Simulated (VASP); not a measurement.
# SiC2 (P-3m1) in VASP: relaxation of cell and atoms with PBE

Aim: the relaxation of cell and atoms of SiC2 with PBE.

All numbers are computed with VASP 6.6.1; they aren't measurements. Logs are shortened: lines on timing, memory, paths and dates and some standing lists are left out, and cuts for length are marked.

## 1. The cell of the first run

The structure is trigonal, space group P-3m1 (No. 164). Conventional cell: a = 2.645 Å, b = 2.645 Å, c = 13.479 Å, α = 90.00°, β = 90.00°, γ = 120.00°. Si (site symmetry 3m) has 9 Si at 2.64 to 2.72 Å and 3 C at 2.72 Å within 3.5 Å. C (site symmetry 3m) has 9 C at 2.64 to 2.72 Å and 3 Si at 2.72 Å within 3.5 Å. Within 3.5 Å of C (site symmetry 3m) lie 12 C at 2.64 to 2.72 Å.

## 2. Relaxation of cell and atoms, PBE

Contents of INCAR:

```
PREC = Accurate
ENCUT = 1300
EDIFF = 1E-7
ISMEAR = 0
SIGMA = 0.1
LREAL = False
LASPH = True
NELM = 120
ALGO = Normal
ISIF = 3
LWAVE = False
LCHARG = False
GGA = PE
IBRION = 2
NSW = 90
EDIFFG = -0.04
GGA_COMPAT = False
NELMIN = 4
```

Contents of KPOINTS:

```
Automatic mesh
0
Gamma
  6 6 2
```

Contents of POSCAR:

```
SiC2
1.0
    2.6447227300      0.0000000000      0.0000000000
   -1.3223613600      2.2903970700      0.0000000000
    0.0000000000      0.0000000000     13.4789956300
Si C
2 4
Direct
    0.3333333300      0.6666666700      0.4166666700
    0.6666666700      0.3333333300      0.5833333300
    0.3333333300      0.6666666700      0.7500000000
    0.3333333300      0.6666666700      0.0833333300
    0.6666666700      0.3333333300      0.9166666700
    0.6666666700      0.3333333300      0.2500000000
```

Potentials or basis: VASP PAW PBE potentials, release 64 (Si, C_h).

Launch:

```bash
> cat potpaw_PBE.64/Si/POTCAR potpaw_PBE.64/C_h/POTCAR > POTCAR
> mpirun -np 1 vasp_std > vasp.out
```

OUTCAR:

```text
PREC = Accurate
   ENCUT = 1300
   EDIFF = 1E-7
   ISMEAR = 0
   LREAL = False
   LASPH = True
   NELM = 120
   ISIF = 3
   GGA = PE
   IBRION = 2
   NSW = 90
   EDIFFG = -0.04
   NELMIN = 4

 ion  position               nearest neighbor table
   1  0.333  0.667  0.417-   2 2.72   2 2.72   2 2.72
   2  0.667  0.333  0.583-   1 2.72   1 2.72   1 2.72
   3  0.333  0.667  0.750-
   4  0.333  0.667  0.083-
   5  0.667  0.333  0.917-
   6  0.667  0.333  0.250-

  LATTYP: Found a hexagonal cell.
 ALAT       =     2.6447227300
 C/A-ratio  =     5.0965628559

  Lattice vectors:

 A1 = (   2.6447227300,   0.0000000000,   0.0000000000)
 A2 = (  -1.3223613600,   2.2903970700,   0.0000000000)
 A3 = (   0.0000000000,   0.0000000000,  13.4789956300)

Analysis of symmetry for initial positions (statically):
=====================================================================
 Subroutine PRICEL returns:
 Original cell was already a primitive cell.

 Routine SETGRP: Setting up the symmetry group for a
 hexagonal supercell.

 Subroutine GETGRP returns: Found 12 space group operations
 (whereof 12 operations were pure point group operations)
 out of a pool of 24 trial point group operations.

The static configuration has the point symmetry D_3d.

Analysis of symmetry for dynamics (positions and initial velocities):
=====================================================================
 Subroutine PRICEL returns:
 Original cell was already a primitive cell.

 Routine SETGRP: Setting up the symmetry group for a
 hexagonal supercell.

 Subroutine GETGRP returns: Found 12 space group operations
 (whereof 12 operations were pure point group operations)
 out of a pool of 24 trial point group operations.

The dynamic configuration has the point symmetry D_3d.

 Subroutine INISYM returns: Found 12 space group operations
 (whereof 12 operations are pure point group operations),
 and found     1 'primitive' translations

----------------------------------------------------------------------------------------

                                     Primitive cell

  volume of cell :      81.6485

  direct lattice vectors                    reciprocal lattice vectors
     2.644722730  0.000000000  0.000000000     0.378111470  0.218302758  0.000000000
    -1.322361360  2.290397070  0.000000000     0.000000000  0.436605518  0.000000000
     0.000000000  0.000000000 13.478995630     0.000000000  0.000000000  0.074189504

  length of vectors
     2.644722730  2.644722727 13.478995630     0.436605518  0.436605518  0.074189504

  position of ions in fractional coordinates (direct lattice)
     0.333333330  0.666666670  0.416666670
     0.666666670  0.333333330  0.583333330
     0.333333330  0.666666670  0.750000000
     0.333333330  0.666666670  0.083333330
     0.666666670  0.333333330  0.916666670
     0.666666670  0.333333330  0.250000000

  ion indices of the primitive-cell ions
   primitive index   ion index
                 1           1
                 2           2
                 3           3
                 4           4
                 5           5
                 6           6

----------------------------------------------------------------------------------------

 KPOINTS: Automatic mesh

Automatic generation of k-mesh.
 Grid dimensions read from file:
 generate k-points for:    6    6    2

 Generating k-lattice:

  Cartesian coordinates                     Fractional coordinates (reciprocal lattice)
     0.063018578  0.036383793  0.000000000     0.166666667  0.000000000  0.000000000
     0.000000000  0.072767586  0.000000000     0.000000000  0.166666667  0.000000000
     0.000000000  0.000000000  0.037094752     0.000000000  0.000000000  0.500000000

  Length of vectors
     0.072767586  0.072767586  0.037094752

  Shift w.r.t. Gamma in fractional coordinates (k-lattice)
     0.000000000  0.000000000  0.000000000

 Subroutine IBZKPT returns following result:
 ===========================================

 Found     14 irreducible k-points:

 Following reciprocal coordinates:
            Coordinates               Weight
  0.000000  0.000000  0.000000      1.000000
  0.166667  0.000000  0.000000      6.000000
  0.333333  0.000000  0.000000      6.000000
  0.500000 -0.000000  0.000000      3.000000
  0.166667  0.166667  0.000000      6.000000
  0.333333  0.166667  0.000000     12.000000
  0.333333  0.333333  0.000000      2.000000
  0.000000  0.000000  0.500000      1.000000
  0.166667  0.000000  0.500000      6.000000
  0.333333  0.000000  0.500000      6.000000
  0.500000 -0.000000  0.500000      3.000000
  0.166667  0.166667  0.500000      6.000000
  0.333333  0.166667  0.500000     12.000000
  0.333333  0.333333  0.500000      2.000000
   k-points           NKPTS =     14   k-points in BZ     NKDIM =     14   number of bands    NBANDS=     16
   number of dos      NEDOS =    301   number of ions     NIONS =      6
   total plane-waves  NPLWV = 163840
   dimension x,y,z NGX =    32 NGY =   32 NGZ =  160
   dimension x,y,z NGXF=    64 NGYF=   64 NGZF=  320
   ions per type =               2   4
   NGX,Y,Z   is equivalent  to a cutoff of  20.12, 20.12, 19.73 a.u.
   NGXF,Y,Z  is equivalent  to a cutoff of  40.23, 40.23, 39.47 a.u.
 SYSTEM =  unknown system
   PREC   = accura    normal or accurate (medium, high low for compatibility)
   ISTART =      0    job   : 0-new  1-cont  2-samecut
   ICHARG =      2    charge: 1-file 2-atom 10-const
   ISPIN  =      1    spin polarized calculation?
   LNONCOLLINEAR =      F non collinear calculations
   LSORBIT =      F    spin-orbit coupling
   LASPH  =      T    aspherical Exc in radial PAW
   ENCUT  = 1300.0 eV  95.55 Ry    9.77 a.u.   7.78  7.78 39.63*2*pi/ulx,y,z
   NELM   =    120;   NELMIN=  4; NELMDL= -5     # of ELM steps
   EDIFF  = 0.1E-06   stopping-criterion for ELM
   LREAL  =      F    real-space projection
   EDIFFG = -.4E-01   stopping-criterion for IOM
   NSW    =     90    number of steps for IOM
   IBRION =      2    ionic relax: 0-MD 1-quasi-New 2-CG
   NFREE  =      1    steps in history (QN), initial steepest desc. (CG)
   ISIF   =      3    stress and relaxation
   ISYM   =      2    0-nonsym 1-usesym 2-fastsym
   POTIM  = 0.5000    time-step for ionic-motion
   TEBEG  =    0.0;   TEEND  =   0.0 temperature during run
   PSTRESS=    0.0 pullay stress
   NELECT =      24.0000    total number of electrons
   NUPDOWN=      -1.0000    fix difference up-down
   EMIN   =  10.00;   EMAX   =-10.00  energy-range for DOS
   EFERMI =   0.00;   METHOD = LEGACY
   ISMEAR =     0;   SIGMA  =   0.10  broadening in eV -4-tet -1-fermi 0-gaus
   EFERMI_NEDOS =   21; number of points for ismear=-14 and -15
   IALGO  =     38    algorithm
   IMIX   =      4    mixing-type and parameters
     AMIX     =   0.40;   BMIX     =  1.00
     AMIX_MAG =   1.60;   BMIX_MAG =  1.00
  volume/ion in A,a.u.               =      13.61        91.83
  Fermi-wavevector in a.u.,A,eV,Ry     =   1.088502  2.056970 16.120670  1.184836
  Thomas-Fermi vector in A             =   2.224685
   LORBIT       =      0    0 simple, 1 ext, 2 COOP (PROOUT), +10 PAW based schemes
   GGA     = PE    functional components
   LHFCALC =     F    Hartree Fock is set to
   AEXX    =    0.0000 exact exchange contribution
   IVDW    =     0    specifies the selected vdW correction
   LEPSILON=     F    determine dielectric tensor
   LRPA    =     F    only Hartree local field effects (RPA)
 conjugate gradient relaxation of ions
 non-spin polarized calculation
 Gauss-broadening in eV      SIGMA  =   0.10
  energy-cutoff  :     1300.00
  volume of cell :       81.65
 maximum number of plane-waves:      8742
 NGX is ok and might be reduce to    32
   NGX = 15   NGY = 15   NGZ = 79

--------------------------------------- Ionic step        1  -------------------------------------------

 number of electron      24.0000000 magnetization

 Free energy of the ion-electron system (eV)
  ---------------------------------------------------
  ext. energy  EPLUGINS =         0.00000000
  ---------------------------------------------------
  free energy    TOTEN  =       -25.15076657 eV

  energy without entropy =      -25.13233487  energy(sigma->0) =      -25.14155072

------------------------ aborting loop because EDIFF is reached ----------------------------------------

  FORCE on cell =-STRESS in cart. coord.  units (eV):
  Direction    XX          YY          ZZ          XY          YZ          ZX
  --------------------------------------------------------------------------------------
  -------------------------------------------------------------------------------------
  Total       -7.8929420     -7.8929420    -12.4875873     -0.0000000      0.0000000     -0.0000000
  in kB     -154.8820315   -154.8820315   -245.0420733     -0.0000003      0.0000000     -0.0000000
  external PRESSURE =    -184.9353788 kB  Pullay stress =       0.0000000 kB
[... 101 lines left out ...]
  FREE ENERGIE OF THE ION-ELECTRON SYSTEM (eV)
  ---------------------------------------------------
  free  energy   TOTEN  =       -27.7811000699 eV

  energy  without entropy=      -27.7649434802  energy(sigma->0) =      -27.77302178

 E-fermi :  10.2667     XC(G=0): -11.6661

 val. band max:       10.0668468727   @ k =   0.3333   0.3333   0.5000
 cond. band min:      10.2814149310   @ k =   0.3333   0.1667   0.0000
 fundamental gap:      0.2145680583
 Fermi energy:        10.2667445246

 k-point     1 :       0.0000    0.0000    0.0000
  band No.  band energies     occupation
      1     -10.5960      2.00000
      2     -10.3328      2.00000
      3      -4.9455      2.00000
      4      -2.7531      2.00000
      5      -0.0020      2.00000
      6       2.4992      2.00000
[... 243 lines left out ...]
      3      -3.3599      2.00000
      4      -3.3599      2.00000
      5      -1.4154      2.00000
      6      -1.2829      2.00000
[... 8 lines left out ...]
     15      10.0668      1.99530
     16      10.0668      1.99530

 E-fermi :   6.6187     XC(G=0): -10.1598

 val. band max:        6.6149987896   @ k =   0.3333   0.3333   0.5000
 cond. band min:       6.6236876698   @ k =   0.3333   0.1667   0.5000
 fundamental gap:      0.0086888802
 Fermi energy:         6.6186660612

 k-point     1 :       0.0000    0.0000    0.0000
  band No.  band energies     occupation
      1     -12.7835      2.00000
      2     -12.7149      2.00000
      3      -7.9437      2.00000
      4      -5.2060      2.00000
      5      -1.3795      2.00000
      6      -0.6616      2.00000
[... 243 lines left out ...]
      3      -5.9683      2.00000
      4      -5.9683      2.00000
      5      -3.8197      2.00000
      6      -3.7897      2.00000
[... 8 lines left out ...]
     15       6.6150      1.04137
     16       6.6150      1.04136

[... ionic steps 4 to 67 ...]

--------------------------------------- Ionic step       68  -------------------------------------------

 number of electron      24.0000000 magnetization

------------------------ aborting loop because EDIFF is reached ----------------------------------------
[... 75 lines left out ...]
--------------------------------------- Ionic step       70  -------------------------------------------

 number of electron      24.0000000 magnetization

 Free energy of the ion-electron system (eV)
  ---------------------------------------------------
  ext. energy  EPLUGINS =         0.00000000
  ---------------------------------------------------
  free energy    TOTEN  =       -46.06566663 eV

  energy without entropy =      -46.04330021  energy(sigma->0) =      -46.05448342

 E-fermi :   6.1825     XC(G=0):  -9.9075

 val. band max:        6.1744146371   @ k =   0.3333   0.1667   0.5000
 cond. band min:       6.2141497930   @ k =   0.3333   0.3333   0.5000
 fundamental gap:      0.0397351559
 Fermi energy:         6.1825236270

 k-point     1 :       0.0000    0.0000    0.0000
  band No.  band energies     occupation
      1     -13.1591      2.00000
      2     -13.1077      2.00000
      3      -8.3339      2.00000
      4      -5.5740      2.00000
      5      -1.6514      2.00000
      6      -1.0838      2.00000
[... 288 lines left out ...]
  FREE ENERGIE OF THE ION-ELECTRON SYSTEM (eV)
  ---------------------------------------------------
  free  energy   TOTEN  =       -46.0656666268 eV

  energy  without entropy=      -46.0433002149  energy(sigma->0) =      -46.05448342

 reached required accuracy - stopping structural energy minimisation
```

Run time: 45 min. Hardware: 1 thread of Intel Xeon Platinum 8488C (Sapphire Rapids), shared host; peak memory 0.47 GiB.

What came out:

```yaml
Free_energy: -46.0657 eV
Relaxed_volume: 12.21 Å³/atom
Relaxed_cell: a = 2.494 Å, b = 2.494 Å, c = 13.593 Å, α = 90.00°, β = 90.00°, γ = 120.00°
Space_group_after_relaxing_to_0.1_Å: P-3m1 (No. 164)
Energy_gained_by_relaxing: 3485.8 meV/atom
Ionic_steps: 70
Pressure_after_relaxing: 0.1 GPa
Largest_force_after_relaxing: 0.026 eV/Å
Band_gap_on_the_k_mesh: zero (bands 12 and 13 overlap by 1.98 eV)
```

Forces in eV/Å, atoms in the order of the input:
```
Si   0.000  0.000 -0.026
Si   0.000  0.000  0.026
C    0.000  0.000  0.026
C    0.000  0.000  0.012
C    0.000  0.000 -0.012
C    0.000  0.000 -0.026
```

Step by step:
```csv
step,energy change (eV),largest force (eV/Å),pressure (GPa),volume (Å³)
1,0.0000,1.6102,-18.49,81.65
3,-2.6303,2.7418,7.18,55.57
5,-3.6675,1.7970,18.59,51.99
7,-7.8905,1.6198,-24.99,72.01
9,-8.2012,2.3398,-25.23,68.06
11,-8.4427,1.8222,-24.57,68.90
13,-9.4628,0.7263,-15.63,62.03
15,-9.7971,0.5508,-4.41,57.22
17,-9.8272,0.7442,-1.67,56.08
19,-9.9470,1.1732,0.13,53.03
21,-9.9565,1.6791,1.40,51.96
23,-10.0453,2.3915,2.02,51.10
25,-10.7803,5.1494,11.72,47.33
27,-11.1193,5.7926,25.73,45.01
29,-11.1475,5.8678,32.22,44.23
31,-11.1801,5.8475,34.86,43.96
33,-11.1830,5.8761,49.51,42.76
35,-11.2535,5.7972,41.99,43.33
37,-11.6329,5.7290,42.11,43.39
39,-13.2130,4.8283,43.62,43.60
41,-15.8505,7.5024,63.14,44.26
43,-17.2612,3.6652,35.71,46.60
45,-17.8851,2.9319,-20.23,58.92
47,-18.3344,1.6500,-5.45,53.58
49,-19.5602,1.4627,7.63,52.92
51,-19.8570,0.9683,19.38,52.41
53,-20.4414,0.9555,4.62,59.71
55,-20.5524,0.7953,0.67,61.51
57,-20.6834,0.5856,0.72,63.17
59,-20.7732,0.3821,2.33,64.19
61,-20.8230,0.5174,1.23,65.86
63,-20.8761,0.3124,-2.62,68.86
65,-20.9014,0.0677,0.72,68.88
67,-20.9093,0.0964,0.44,70.52
69,-20.9090,0.3181,-0.01,73.78
70,-20.9149,0.0259,0.09,73.25
```

Final structure:
```
Si C
1.0
     2.49439    0.00000    0.00000
    -1.24719    2.16020    0.00000
     0.00000    0.00000   13.59347
Si C
2 4
Direct
  0.33333 0.66667 0.41183
  0.66667 0.33333 0.58817
  0.33333 0.66667 0.85943
  0.33333 0.66667 0.14054
  0.66667 0.33333 0.85946
  0.66667 0.33333 0.14057
```

Levels at points of the mesh, in eV from the Fermi level:
| k point | band 9 | band 10 | band 11 | band 12 | band 13 | band 14 | band 15 | band 16 |
| --- | --- | --- | --- | --- | --- | --- | --- | --- |
| (0.00, 0.00, 0.00) | -3.12 | -3.12 | -3.12 | -0.47 | 3.78 | 6.47 | 8.02 | 8.02 |
| (0.50, 0.00, 0.00) | -4.42 | -3.91 | -2.58 | -2.20 | 1.14 | 1.15 | 1.76 | 2.25 |
| (0.00, 0.00, 0.50) | -3.12 | -3.12 | -3.12 | -0.55 | 4.70 | 4.94 | 8.02 | 8.02 |
| (0.50, 0.00, 0.50) | -4.42 | -3.92 | -2.52 | -2.26 | 1.13 | 1.36 | 1.45 | 2.40 |

Caveat: the k points lie up to 0.48 Å⁻¹ apart in the final cell, too coarse for converged energies and pressures of a metal; the highest band is partly filled, so the run has too few bands; this functional lacks dispersion, which binds layers or chains, so the pressure and a relaxed spacing across them are unreliable.

The gap in the log of VASP goes by the Fermi energy; the results here count the filled bands.